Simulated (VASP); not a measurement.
A run of VASP 6.6.1 is set up as follows.

The input INCAR:

```
SYSTEM = ZnCd3Se2
  PREC = Accurate
  ENCUT = 520
  EDIFF = 1E-7
  ISMEAR = 0
  SIGMA = 0.1
  LREAL = .False.
  LASPH = .True.
  NELM = 80
  ALGO = Normal
  ISIF = 2
  LWAVE = .False.
  LCHARG = .False.
  GGA = PE
  NBANDS = 39
```

KPOINTS

```
regular mesh
0
Gamma
  10 10 4
  0 0 0
```

Contents of POSCAR:

```
ZnCd3Se2
1.0
    3.9908087219      0.0000000000      0.0000000000
    0.0000000000      3.9908087219      0.0000000000
    0.0000000000      0.0000000000      9.6790584089
Zn Cd Se
1 3 2
Direct
    0.5000000000      0.5000000000      0.5000000000
    0.0000000000      0.0000000000      0.0000000000
    0.0000000000      0.0000000000      0.6512673919
    0.0000000000      0.0000000000      0.3487326081
    0.5000000000      0.5000000000      0.7448327516
    0.5000000000      0.5000000000      0.2551672484
```

Potentials or basis: VASP PAW PBE potentials, release 64 (Zn, Cd, Se).

Command:

```console
$ cat potpaw_PBE.64/Zn/POTCAR potpaw_PBE.64/Cd/POTCAR potpaw_PBE.64/Se/POTCAR > POTCAR
$ mpirun -np 1 vasp_std > vasp.out
```

Question: Predict the pressure.

Answer: 0.2 GPa.

Question: Estimate the largest force.

Answer: 0.041 eV/Å.

Question: What does it give for the band gap on the k mesh?

Answer: Zero (bands 30 and 31 overlap by 0.74 eV).

Forces on the atoms (eV/Å):
```
Zn   0.000  0.000  0.000
Cd   0.000  0.000  0.000
Cd   0.000  0.000  0.000
Cd   0.000  0.000  0.000
Se   0.000  0.000  0.041
Se   0.000  0.000 -0.041
```

Caveat: semilocal functionals underestimate gaps, and a narrow one can read as zero.
